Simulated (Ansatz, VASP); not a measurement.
**Two plane-wave programs on B5P**

```xyz
6
Lattice="4.2793 0.0000 0.0000 0.0000 4.2793 0.0000 0.0000 0.0000 4.4157" Properties=species:S:1:pos:R:3 pbc="T T T"
B     2.9738    0.0000    1.5885
B     1.3055    0.0000    1.5885
B     0.0000    2.9738    1.5885
B     0.0000    1.3055    1.5885
B     0.0000    0.0000    0.5008
P     0.0000    0.0000    3.0260
```

Alike in both runs: functional PBE; k mesh 4 × 4 × 4; occupations gaussian, width 0.2 eV; no spin polarisation.

Ansatz relaxed the structure, and its values are those at the end. VASP's run is a single point on that final structure, the one shown.

|  | VASP | Ansatz |
| --- | --- | --- |
| version | VASP 6.6.1 | Ansatz 0.2.0 |
| potentials or method | VASP PAW PBE potentials, release 64 (B, P), cutoff 500 eV | scalar-relativistic, plane waves, PAW |
| valence electrons in the cell | 20 | 20 |

Ansatz gave:

```
gap on the k mesh at the Fermi level (eV) : 0.89
least direct gap on the mesh (eV)         : 1.11
pressure (GPa)                            : 0.1
rms of the force components (eV/Å)        : 0.025
```

**Question.** What did VASP give for the same quantities?

**Answer.** gap on the k mesh at the Fermi level (eV): 0.88; least direct gap on the mesh (eV): 1.11; pressure (GPa): 0.0; rms of the force components (eV/Å): 0.027.

With one functional, cell and mesh, what is left measures potentials, basis and numerics.
